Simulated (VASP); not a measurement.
# Hf2TaN3: single point with PBE

Hf2TaN3:

```
CELL_PARAMETERS angstrom
3.10538 0.00000 0.00000
0.00000 3.10538 0.00000
0.00000 0.00000 7.92437
ATOMIC_POSITIONS crystal
Hf 0.00000 0.00000 0.92464
Hf 0.50000 0.50000 0.61431
Ta 0.50000 0.50000 0.20762
N 0.00000 0.00000 0.63259
N 0.00000 0.00000 0.21583
N 0.50000 0.50000 0.90501
```

The cell was built from a structure type or drawn by symmetry, and may not be a known phase.

* Program: VASP 6.6.1
* Task: single point
* Functional: PBE
* Potentials or basis: VASP PAW PBE potentials, release 64 (Hf_pv, Ta_pv, N)
* Cutoff: 520 eV
* k mesh: 6 × 6 × 2
* Occupations: gaussian, width 0.1 eV
* Spin: no spin polarisation
* Dipole correction: no
* Further INCAR settings: ALGO = Normal; EDIFF = 1e-07; NBANDS = 32

```yaml
Pressure: -1.5 GPa
Largest_force: 0.063 eV/Å
Band_gap_on_the_k_mesh: zero (bands 23 and 24 overlap by 3.59 eV)
```

Forces on the atoms (eV/Å):
```
Hf   0.000  0.000 -0.039
Hf   0.000  0.000  0.063
Ta   0.000  0.000  0.022
N    0.000  0.000  0.046
N    0.000  0.000 -0.055
N    0.000  0.000 -0.037
```

Stress tensor (GPa, compression positive):
```
-1.61  0.00  0.00
 0.00 -1.61  0.00
 0.00  0.00 -1.23
```

Levels at points of the mesh, in eV from the Fermi level:
```
           k point  band 19  band 20  band 21  band 22  band 23  band 24  band 25  band 26  band 27  band 28
(0.00, 0.00, 0.00)    -3.20    -2.92    -2.49    -2.49    -2.36    -1.91    -1.37     0.54     0.54     1.59
(0.50, 0.00, 0.00)    -5.88    -5.37    -4.40    -0.87     1.68     1.92     2.45     2.46     2.76     3.32
(0.50, 0.50, 0.00)    -3.78    -3.78    -2.63    -2.09    -2.09    -0.21    -0.21     0.17     3.76     3.76
(0.00, 0.00, 0.50)    -3.21    -3.21    -2.51    -2.45    -2.45    -1.23     0.28     0.28     0.32     1.60
(0.50, 0.00, 0.50)    -5.71    -5.36    -4.83    -0.37     1.51     1.97     2.17     2.87     3.29     3.34
(0.50, 0.50, 0.50)    -3.59    -3.59    -3.36    -2.69    -2.69     0.96     0.96     1.43     2.56     2.56
```

It took 22 s on 1 thread of Intel(R) Xeon(R) 6975P-C (Granite Rapids), with other jobs on the host, peak memory 0.2 GiB.

Caveat: the k points lie up to 0.40 Å⁻¹ apart, too coarse for converged energies and pressures of a metal; spin-orbit coupling is left out, which moves the levels of the heavy elements.
